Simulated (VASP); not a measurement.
Ta:

```
CELL_PARAMETERS angstrom
-1.65128 1.65128 1.65128
1.65128 -1.65128 1.65128
1.65128 1.65128 -1.65128
ATOMIC_POSITIONS crystal
Ta 0.00000 0.00000 0.00000
```

- Program: VASP 6.6.1
- Task: relaxation of volume and atoms at fixed shape
- Functional: LDA
- Potentials or basis: VASP PAW LDA potentials, release 64 (Ta_pv)
- Cutoff: 600 eV
- k mesh: 10 × 10 × 10
- Occupations: fermi-dirac, width 0.1 eV
- Spin: no spin polarisation

At the start: pressure -6.9 GPa; volume 18.01 Å³/atom.

Where does the relaxation end?

Over 3 steps the energy falls by 13.3 meV/atom and the volume is 17.43 Å³/atom (-3.2 %); space group Im-3m (No. 229, to 0.1 Å) before and after.

The path:
| step | energy change (eV) | largest force (eV/Å) | pressure (GPa) | volume (Å³) |
| --- | --- | --- | --- | --- |
| 1 | 0.0000 | 0.0000 | -6.95 | 18.01 |
| 2 | 0.0681 | 0.0000 | 20.26 | 16.05 |
| 3 | -0.0133 | 0.0000 | -0.24 | 17.43 |

Final structure:
```yaml
crystal:
  lattice:
    - [-1.63340, 1.63340, 1.63340]
    - [1.63340, -1.63340, 1.63340]
    - [1.63340, 1.63340, -1.63340]
  atoms:
    - { symbol: Ta, position: [0.00000, 0.00000, 0.00000] }
```
